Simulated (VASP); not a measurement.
A run of VASP 6.6.1:

Contents of INCAR:

```
SYSTEM = Pt9Se17
  PREC = Accurate
  ENCUT = 520
  EDIFF = 1E-6
  ISMEAR = 0
  SIGMA = 0.01
  LREAL = Auto
  LASPH = .TRUE.
  NELM = 100
  ALGO = Normal
  ISIF = 2
  LWAVE = .FALSE.
  LCHARG = .FALSE.
  GGA = PE
  NBANDS = 115
```

Contents of KPOINTS:

```
Automatic mesh
0
Gamma
  2 2 2
  0.5 0.5 0.5
```

Contents of POSCAR:

```
Pt9Se17
1.0
   -5.6273392466      3.2489458289      6.5013329040
    0.0000000000     -6.4978916577      6.5013329040
    5.6273392466      3.2489458289      6.5013329040
Pt Se
9 17
Direct
    0.6667621379      0.6713459165      0.6673665424
   -0.0017489096      0.3321839869      0.6663418145
    0.3334705178      0.6674342328     -0.0006845867
    0.3374708341      0.0006990475      0.6673512695
    0.6657156521      0.3321790701     -0.0011660918
   -0.0012927433      0.6674292785      0.3340899730
   -0.0017735704     -0.0003339893     -0.0011539705
    0.3334988046      0.3326652389      0.3340945505
    0.6667671200      0.0006868009      0.3380293964
    0.8183187083      0.4924625644      0.4889634141
    0.1585459694      0.8223468659      0.8188685386
    0.1585699426      0.1522392891      0.4889818997
    0.4883479773      0.4924905337      0.8188813617
    0.8182819134      0.8222958967      0.1591492828
    0.8192808316      0.1531904945      0.8198494125
    0.1549601636      0.4888774725      0.1555786215
    0.4883505322      0.1522044613      0.1591623379
    0.5109606182      0.5109724621      0.1776253392
    0.8447182256      0.1787014518      0.1736988010
    0.1770267239      0.5109841890      0.5115968356
    0.1770207620      0.8448967369      0.1776210092
    0.5121658908      0.1751909983      0.5127432085
    0.8447229264      0.5070602656      0.8453551637
    0.8412341765      0.8460735607      0.5127486298
    0.1731750441      0.1786859079      0.8453299747
    0.5121473861      0.8460559156      0.8418536906
```

Potentials or basis: VASP PAW PBE potentials, release 64 (Pt, Se).

Run with:

```sh
$ cat potpaw_PBE.64/Pt/POTCAR potpaw_PBE.64/Se/POTCAR > POTCAR
$ mpirun -np 1 vasp_std > vasp.out
```

Hardware: 1 thread of AMD EPYC 9755 128-Core Processor, on a shared host.

**Question.** Estimate the wall time of this run.

**Answer.** It took 22 min on 1 thread of AMD EPYC 9755 128-Core Processor (shared host), peak memory 0.72 GiB. Counts: scf iterations 17, k points 4.
